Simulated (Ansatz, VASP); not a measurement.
**Two plane-wave programs on LiF**

INCAR

```
SYSTEM = LiF
PREC = Accurate
ENCUT = 520
EDIFF = 1E-7
ISMEAR = 0
SIGMA = 0.05
LREAL = .False.
LASPH = .True.
NELM = 60
ALGO = Normal
ISIF = 2
LWAVE = .False.
LCHARG = .True.
GGA = PS
LELF = .True.
LVHAR = .True.
NBANDS = 18
```

Contents of KPOINTS:

```
regular mesh
0
Gamma
  9 9 6
  0 0 0
```

The input POSCAR:

```
LiF
1.0
    3.1833774102      0.0000000000      0.0000000000
   -1.5916887051      2.7568857071      0.0000000000
    0.0000000000      0.0000000000      4.6150315872
Li F
2 2
Direct
    0.3333333333      0.6666666667      0.3811542600
    0.6666666667      0.3333333333      0.8811542600
    0.3333333333      0.6666666667      0.9938437400
    0.6666666667      0.3333333333      0.4938437400
```

Input for Ansatz:

```yaml
crystal:
  lattice:
    - [3.1833774102, 0.0, 0.0]
    - [-1.5916887051, 2.7568857071, 0.0]
    - [0.0, 0.0, 4.6150315872]
  atoms:
    - { symbol: Li, position: [0.3333333333, 0.6666666667, 0.38115426] }
    - { symbol: Li, position: [0.6666666667, 0.3333333333, 0.88115426] }
    - { symbol: F, position: [0.3333333333, 0.6666666667, 0.99384374] }
    - { symbol: F, position: [0.6666666667, 0.3333333333, 0.49384374] }
basis:
  ecutwfc: 420
kpoints:
  mp_grid: { grid: [9, 9, 6] }
hamiltonian:
  xc: pbesol
scf:
  occupations: { method: gaussian, width: 0.05 }
output:
  forces: true
  stress: true
  eigenvalues: true
```

Change from the starting cell: strain +0.040 along x and y, -0.040 along z, atoms carried along.

Alike in both runs: task single point; functional PBEsol; k mesh 9 × 9 × 6; occupations gaussian, width 0.05 eV; no spin polarisation.

|  | VASP | Ansatz |
| --- | --- | --- |
| version | VASP 6.6.1 | Ansatz 0.2.0 |
| potentials or method | VASP PAW PBE potentials, release 64 (Li_sv, F), cutoff 520 eV | scalar-relativistic, plane waves, PAW |
| valence electrons in the cell | 20 | 20 |

|  | VASP | Ansatz | Ansatz less VASP |
| --- | --- | --- | --- |
| gap on the k mesh at the Fermi level (eV) | 7.47 | 7.48 | +0.011 |
| least direct gap on the mesh (eV) | 7.47 | 7.48 | +0.011 |
| rms of the force components (eV/Å) | 0.214 | 0.200 | -0.0138 |

VASP's potentials were made for PBE, not for PBEsol. Atom by atom the forces differ by 0.014 eV/Å (rms over components). The functional is the same, so the differences come from potentials, cutoffs and numerics.

Noted on VASP's run: the cutoff is short for stress, so the pressure is rough.
